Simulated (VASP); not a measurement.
# Sr (Fm-3m) in VASP: notebook

Sr is run at these levels: PBE; tasks: single point, relaxation of cell and atoms.

All numbers are computed with VASP 6.6.1; they aren't measurements. Logs are shortened: lines on timing, memory, paths and dates and some standing lists are left out, and cuts for length are marked.

## Step 1: The cell of the first run

Symmetry: Fm-3m, No. 225, cubic system. Conventional cell: a = 9.422 Å, b = 9.422 Å, c = 9.422 Å, α = 90.00°, β = 90.00°, γ = 90.00°. Sr (site symmetry -43m) has 10 Sr at 4.08 to 4.71 Å within 5.4 Å. Within 5.4 Å of Sr (site symmetry m-3m) lie 8 Sr at 4.08 Å.

The cell was generated, and may not be a known phase.

## Step 2: Single point, PBE

Input file INCAR:

```
PREC = Accurate
ENCUT = 520
EDIFF = 1E-7
ISMEAR = 0
SIGMA = 0.1
LREAL = F
LASPH = T
NELM = 80
ALGO = Fast
ISIF = 2
LWAVE = F
LCHARG = F
GGA = PE
NBANDS = 22
```

Input file KPOINTS:

```
regular mesh
0
Gamma
  10 10 10
```

Input file POSCAR:

```
Sr
1.0
    0.0000000000      4.7109390268      4.7109390268
    4.7109390268      0.0000000000      4.7109390268
    4.7109390268      4.7109390268      0.0000000000
Sr
3
Direct
    0.2500000000      0.2500000000      0.2500000000
    0.7500000000      0.7500000000      0.7500000000
    0.5000000000      0.5000000000      0.5000000000
```

Potentials or basis: VASP PAW PBE potentials, release 64 (Sr_sv).

Started as:

```console
$ cat potpaw_PBE.64/Sr_sv/POTCAR > POTCAR
$ mpirun -np 1 vasp_std > vasp.out
```

OUTCAR:

```text
PREC = Accurate
   ENCUT = 520
   EDIFF = 1E-7
   ISMEAR = 0
   LREAL = F
   LASPH = T
   NELM = 80
   ISIF = 2
   GGA = PE

 ion  position               nearest neighbor table
   1  0.250  0.250  0.250-   3 4.08   3 4.08   3 4.08   3 4.08   2 4.71   2 4.71   2 4.71   2 4.71
                             2 4.71   2 4.71
   2  0.750  0.750  0.750-   3 4.08   3 4.08   3 4.08   3 4.08   1 4.71   1 4.71   1 4.71   1 4.71
                             1 4.71   1 4.71
   3  0.500  0.500  0.500-   1 4.08   1 4.08   1 4.08   1 4.08   2 4.08   2 4.08   2 4.08   2 4.08

  LATTYP: Found a face centered cubic cell.
 ALAT       =     9.4218780536

  Lattice vectors:

 A1 = (   0.0000000000,   4.7109390268,   4.7109390268)
 A2 = (   4.7109390268,   0.0000000000,   4.7109390268)
 A3 = (   4.7109390268,   4.7109390268,   0.0000000000)

Analysis of symmetry for initial positions (statically):
=====================================================================
 Subroutine PRICEL returns:
 Original cell was already a primitive cell.

 Routine SETGRP: Setting up the symmetry group for a
 face centered cubic supercell.

 Subroutine GETGRP returns: Found 48 space group operations
 (whereof 48 operations were pure point group operations)
 out of a pool of 48 trial point group operations.

The static configuration has the point symmetry O_h .

Analysis of symmetry for dynamics (positions and initial velocities):
=====================================================================
 Subroutine PRICEL returns:
 Original cell was already a primitive cell.

 Routine SETGRP: Setting up the symmetry group for a
 face centered cubic supercell.

 Subroutine GETGRP returns: Found 48 space group operations
 (whereof 48 operations were pure point group operations)
 out of a pool of 48 trial point group operations.

The dynamic configuration has the point symmetry O_h .

 Subroutine INISYM returns: Found 48 space group operations
 (whereof 48 operations are pure point group operations),
 and found     1 'primitive' translations

----------------------------------------------------------------------------------------

                                     Primitive cell

  volume of cell :     209.0992

  direct lattice vectors                    reciprocal lattice vectors
     0.000000000  4.710939027  4.710939027    -0.106135952  0.106135952  0.106135952
     4.710939027  0.000000000  4.710939027     0.106135952 -0.106135952  0.106135952
     4.710939027  4.710939027  0.000000000     0.106135952  0.106135952 -0.106135952

  length of vectors
     6.662273863  6.662273863  6.662273863     0.183832862  0.183832862  0.183832862

  position of ions in fractional coordinates (direct lattice)
     0.250000000  0.250000000  0.250000000
     0.750000000  0.750000000  0.750000000
     0.500000000  0.500000000  0.500000000

  ion indices of the primitive-cell ions
   primitive index   ion index
                 1           1
                 2           2
                 3           3

----------------------------------------------------------------------------------------

 KPOINTS: regular mesh

Automatic generation of k-mesh.
 Grid dimensions read from file:
 generate k-points for:   10   10   10

 Generating k-lattice:

  Cartesian coordinates                     Fractional coordinates (reciprocal lattice)
    -0.010613595  0.010613595  0.010613595     0.100000000  0.000000000  0.000000000
     0.010613595 -0.010613595  0.010613595     0.000000000  0.100000000  0.000000000
     0.010613595  0.010613595 -0.010613595     0.000000000  0.000000000  0.100000000

  Length of vectors
     0.018383286  0.018383286  0.018383286

  Shift w.r.t. Gamma in fractional coordinates (k-lattice)
     0.000000000  0.000000000  0.000000000

 Subroutine IBZKPT returns following result:
 ===========================================

 Found     47 irreducible k-points:

 Following reciprocal coordinates:
            Coordinates               Weight
  0.000000  0.000000  0.000000      1.000000
  0.100000  0.000000  0.000000      8.000000
  0.200000  0.000000  0.000000      8.000000
  0.300000  0.000000  0.000000      8.000000
  0.400000  0.000000  0.000000      8.000000
  0.500000  0.000000  0.000000      4.000000
[... 16 lines left out ...]
  0.300000  0.300000  0.000000      6.000000
  0.400000  0.300000  0.000000     24.000000
 [... further k-points ...]
   k-points           NKPTS =     47   k-points in BZ     NKDIM =     47   number of bands    NBANDS=     22
   number of dos      NEDOS =    301   number of ions     NIONS =      3
   total plane-waves  NPLWV = 125000
   dimension x,y,z NGX =    50 NGY =   50 NGZ =   50
   dimension x,y,z NGXF=   100 NGYF=  100 NGZF=  100
   ions per type =               3
   NGX,Y,Z   is equivalent  to a cutoff of  12.48, 12.48, 12.48 a.u.
   NGXF,Y,Z  is equivalent  to a cutoff of  24.95, 24.95, 24.95 a.u.
 SYSTEM =  unknown system
   PREC   = accura    normal or accurate (medium, high low for compatibility)
   ISTART =      0    job   : 0-new  1-cont  2-samecut
   ICHARG =      2    charge: 1-file 2-atom 10-const
   ISPIN  =      1    spin polarized calculation?
   LNONCOLLINEAR =      F non collinear calculations
   LSORBIT =      F    spin-orbit coupling
   LASPH  =      T    aspherical Exc in radial PAW
   ENCUT  =  520.0 eV  38.22 Ry    6.18 a.u.  12.39 12.39 12.39*2*pi/ulx,y,z
   NELM   =     80;   NELMIN=  2; NELMDL= -5     # of ELM steps
   EDIFF  = 0.1E-06   stopping-criterion for ELM
   LREAL  =      F    real-space projection
   EDIFFG = 0.1E-05   stopping-criterion for IOM
   NSW    =      0    number of steps for IOM
   IBRION =     -1    ionic relax: 0-MD 1-quasi-New 2-CG
   NFREE  =      0    steps in history (QN), initial steepest desc. (CG)
   ISIF   =      2    stress and relaxation
   ISYM   =      2    0-nonsym 1-usesym 2-fastsym
   POTIM  = 0.5000    time-step for ionic-motion
   TEBEG  =    0.0;   TEEND  =   0.0 temperature during run
   PSTRESS=    0.0 pullay stress
   NELECT =      30.0000    total number of electrons
   NUPDOWN=      -1.0000    fix difference up-down
   EMIN   =  10.00;   EMAX   =-10.00  energy-range for DOS
   EFERMI =   0.00;   METHOD = LEGACY
   ISMEAR =     0;   SIGMA  =   0.10  broadening in eV -4-tet -1-fermi 0-gaus
   EFERMI_NEDOS =   21; number of points for ismear=-14 and -15
   IALGO  =     68    algorithm
   IMIX   =      4    mixing-type and parameters
     AMIX     =   0.40;   BMIX     =  1.00
     AMIX_MAG =   1.60;   BMIX_MAG =  1.00
  volume/ion in A,a.u.               =      69.70       470.36
  Fermi-wavevector in a.u.,A,eV,Ry     =   0.857033  1.619558  9.993565  0.734506
  Thomas-Fermi vector in A             =   1.974026
   LORBIT       =      0    0 simple, 1 ext, 2 COOP (PROOUT), +10 PAW based schemes
   GGA     = PE    functional components
   LHFCALC =     F    Hartree Fock is set to
   AEXX    =    0.0000 exact exchange contribution
   IVDW    =     0    specifies the selected vdW correction
   LEPSILON=     F    determine dielectric tensor
   LRPA    =     F    only Hartree local field effects (RPA)
 non-spin polarized calculation
 RMM-DIIS sequential band-by-band and
 Gauss-broadening in eV      SIGMA  =   0.10
  energy-cutoff  :      520.00
  volume of cell :      209.10
 maximum number of plane-waves:      5685
 NGX is ok and might be reduce to    50
   NGX = 25   NGY = 25   NGZ = 25

 number of electron      30.0000000 magnetization

 Free energy of the ion-electron system (eV)
  ---------------------------------------------------
  ext. energy  EPLUGINS =         0.00000000
  ---------------------------------------------------
  free energy    TOTEN  =        -3.69779165 eV

  energy without entropy =       -3.67550967  energy(sigma->0) =       -3.68665066

 E-fermi :   0.6740     XC(G=0):  -6.5889

 val. band max:        0.6580152623   @ k =  -0.4000   0.3000   0.0000
 cond. band min:       0.6869359225   @ k =  -0.3000   0.3000   0.1000
 fundamental gap:      0.0289206602
 Fermi energy:         0.6739600160

 k-point     1 :       0.0000    0.0000    0.0000
  band No.  band energies     occupation
      1     -36.3304      2.00000
      2     -36.3263      2.00000
      3     -36.1639      2.00000
      4     -18.3030      2.00000
      5     -18.3030      2.00000
      6     -18.3030      2.00000
[... 14 lines left out ...]
     21       1.5220      0.00000
     22       4.0197      0.00000

 k-point     2 :       0.1000    0.0000    0.0000
  band No.  band energies     occupation
      1     -36.3303      2.00000
      2     -36.3264      2.00000
      3     -36.1640      2.00000
      4     -18.3101      2.00000
      5     -18.3061      2.00000
      6     -18.3061      2.00000
[... 14 lines left out ...]
     21       1.5314      0.00000
     22       3.8027      0.00000

 k-point     3 :       0.2000    0.0000    0.0000
  band No.  band energies     occupation
      1     -36.3299      2.00000
      2     -36.3266      2.00000
      3     -36.1641      2.00000
      4     -18.3154      2.00000
      5     -18.3107      2.00000
      6     -18.3107      2.00000
[... 14 lines left out ...]
     21       1.5730      0.00000
     22       3.4511      0.00000

 k-point     4 :       0.3000    0.0000    0.0000
  band No.  band energies     occupation
      1     -36.3293      2.00000
      2     -36.3270      2.00000
      3     -36.1643      2.00000
      4     -18.3154      2.00000
      5     -18.3148      2.00000
      6     -18.3148      2.00000
[... 14 lines left out ...]
     21       1.6658      0.00000
     22       2.9657      0.00000

 k-point     5 :       0.4000    0.0000    0.0000
  band No.  band energies     occupation
      1     -36.3287      2.00000
      2     -36.3275      2.00000
      3     -36.1645      2.00000
      4     -18.3175      2.00000
      5     -18.3175      2.00000
      6     -18.3109      2.00000
[... 417 lines left out ...]
 k-point    22 :      -0.2000    0.2000    0.0000
  band No.  band energies     occupation
      1     -36.3292      2.00000
      2     -36.3271      2.00000
      3     -36.1644      2.00000
      4     -18.3232      2.00000
      5     -18.3158      2.00000
      6     -18.3131      2.00000
[... 14 lines left out ...]
     21       1.7938      0.00000
     22       2.8713      0.00000

 k-point    23 :       0.3000    0.3000    0.0000
  band No.  band energies     occupation
      1     -36.3291      2.00000
      2     -36.3270      2.00000
      3     -36.1645      2.00000
      4     -18.3322      2.00000
      5     -18.3322      2.00000
      6     -18.3054      2.00000
[... 14 lines left out ...]
     21       1.8280      0.00000
     22       3.2493      0.00000

 k-point    24 :       0.4000    0.3000    0.0000
  band No.  band energies     occupation
      1     -36.3288      2.00000
      2     -36.3272      2.00000
      3     -36.1646      2.00000
      4     -18.3351      2.00000
      5     -18.3344      2.00000
      6     -18.3076      2.00000
[... 14 lines left out ...]
     21       1.9247      0.00000
     22       2.9646      0.00000

 [... further k-points ...]

------------------------ aborting loop because EDIFF is reached ----------------------------------------

  FORCE on cell =-STRESS in cart. coord.  units (eV):
  Direction    XX          YY          ZZ          XY          YZ          ZX
  --------------------------------------------------------------------------------------
  -------------------------------------------------------------------------------------
  Total        0.0043827      0.0043827      0.0043827      0.0000000      0.0000000      0.0000000
  in kB        0.0335817      0.0335817      0.0335817      0.0000000      0.0000000      0.0000000
  external PRESSURE =       0.0335817 kB  Pullay stress =       0.0000000 kB

 VOLUME and BASIS-vectors are now :
 -----------------------------------------------------------------------------
  energy-cutoff  :      520.00
  volume of cell :      209.10
      direct lattice vectors                 reciprocal lattice vectors
     0.000000000  4.710939027  4.710939027    -0.106135952  0.106135952  0.106135952
     4.710939027  0.000000000  4.710939027     0.106135952 -0.106135952  0.106135952
     4.710939027  4.710939027  0.000000000     0.106135952  0.106135952 -0.106135952

 POSITION                                       TOTAL-FORCE (eV/Angst)
 -----------------------------------------------------------------------------------
      2.35547      2.35547      2.35547         0.000000      0.000000      0.000000
      7.06641      7.06641      7.06641        -0.000000     -0.000000     -0.000000
      4.71094      4.71094      4.71094        -0.000000     -0.000000     -0.000000
 -----------------------------------------------------------------------------------
    total drift:                               -0.000000      0.000000      0.000000

  FREE ENERGIE OF THE ION-ELECTRON SYSTEM (eV)
  ---------------------------------------------------
  free  energy   TOTEN  =        -3.6977916548 eV

  energy  without entropy=       -3.6755096654  energy(sigma->0) =       -3.68665066
```

Wall time 4.4 min (1 thread of AMD EPYC 9R45 (Zen 5), shared host); peak memory 0.41 GiB.

Results:

- Free energy: -3.6978 eV
- Pressure: 0.0 GPa
- Band gap on the k mesh: zero (bands 15 and 16 overlap by 0.77 eV)

Levels at points of the mesh, in eV from the Fermi level:
```
           k point  band 11  band 12  band 13  band 14  band 15  band 16  band 17  band 18  band 19  band 20
(0.00, 0.00, 0.00)   -18.81   -18.81    -3.19     0.35     0.35     0.62     0.62     0.62     0.85     0.85
(0.50, 0.00, 0.00)   -18.80   -18.80    -2.03    -1.38     0.44     0.44     0.54     0.77     0.77     1.18
(0.50, 0.50, 0.00)   -18.79   -18.79    -1.48    -1.26    -0.57    -0.20     0.68     0.68     1.25     1.30
```

## Step 3: Relaxation of cell and atoms, PBE

This run uses another cell than the first one, of 68.78 Å³/atom.

Input file INCAR:

```
SYSTEM = Sr
ALGO = Fast
EDIFF = 1E-7
EDIFFG = -0.01
ENCUT = 600
GGA = PE
IBRION = 2
ISIF = 3
ISMEAR = 0
LASPH = .TRUE.
LCHARG = .FALSE.
LREAL = .FALSE.
LWAVE = .FALSE.
NELM = 100
NSW = 100
PREC = Accurate
SIGMA = 0.1
```

Input file KPOINTS:

```
k-points
0
G
  10 10 10
  0 0 0
```

Input file POSCAR:

```
Sr
1.0
    0.0000000000      4.6901833627      4.6901833627
    4.6901833627      0.0000000000      4.6901833627
    4.6901833627      4.6901833627      0.0000000000
Sr
3
Direct
    0.2500000000      0.2500000000      0.2500000000
    0.7500000000      0.7500000000      0.7500000000
    0.5000000000      0.5000000000      0.5000000000
```

Potentials or basis: VASP PAW PBE potentials, release 64 (Sr_sv).

Started as:

```console
$ cat potpaw_PBE.64/Sr_sv/POTCAR > POTCAR
$ mpirun -np 1 vasp_std > vasp.out
```

It took 15 min on 1 thread of AMD EPYC 9R45 (Zen 5), shared host; peak memory 0.49 GiB.

The run converged. Its results:

- Free energy: -3.6977 eV
- Relaxed volume: 69.71 Å³/atom
- Relaxed cell: a = 6.663 Å, b = 6.663 Å, c = 6.663 Å, α = 60.00°, β = 60.00°, γ = 60.00°
- Space group after relaxing (to 0.1 Å): Fm-3m (No. 225)
- Energy gained by relaxing: 0.3 meV/atom
- Ionic steps: 3
- Pressure after relaxing: 0.0 GPa
- Band gap on the k mesh: zero (bands 15 and 16 overlap by 0.77 eV)

The path:
```tsv
step	energy change (eV)	largest force (eV/Å)	pressure (GPa)	volume (Å³)
1	0.0000	0.0000	0.11	206.35
2	-0.0007	0.0000	0.06	207.73
3	-0.0010	0.0000	0.01	209.12
```

Final structure:
```
CELL_PARAMETERS angstrom
0.00000 4.71113 4.71113
4.71113 0.00000 4.71113
4.71113 4.71113 0.00000
ATOMIC_POSITIONS crystal
Sr 0.25000 0.25000 0.25000
Sr 0.75000 0.75000 0.75000
Sr 0.50000 0.50000 0.50000
```

Levels at points of the mesh, in eV from the Fermi level:
| k point | band 12 | band 13 | band 14 | band 15 | band 16 | band 17 | band 18 | band 19 |
| --- | --- | --- | --- | --- | --- | --- | --- | --- |
| (0.00, 0.00, 0.00) | -18.81 | -3.19 | 0.35 | 0.35 | 0.62 | 0.62 | 0.62 | 0.85 |
| (0.50, 0.00, 0.00) | -18.80 | -2.03 | -1.38 | 0.44 | 0.44 | 0.54 | 0.77 | 0.77 |
| (0.50, 0.50, 0.00) | -18.79 | -1.48 | -1.26 | -0.57 | -0.20 | 0.68 | 0.68 | 1.27 |

The gap in the log of VASP goes by the Fermi energy; the results here count the filled bands.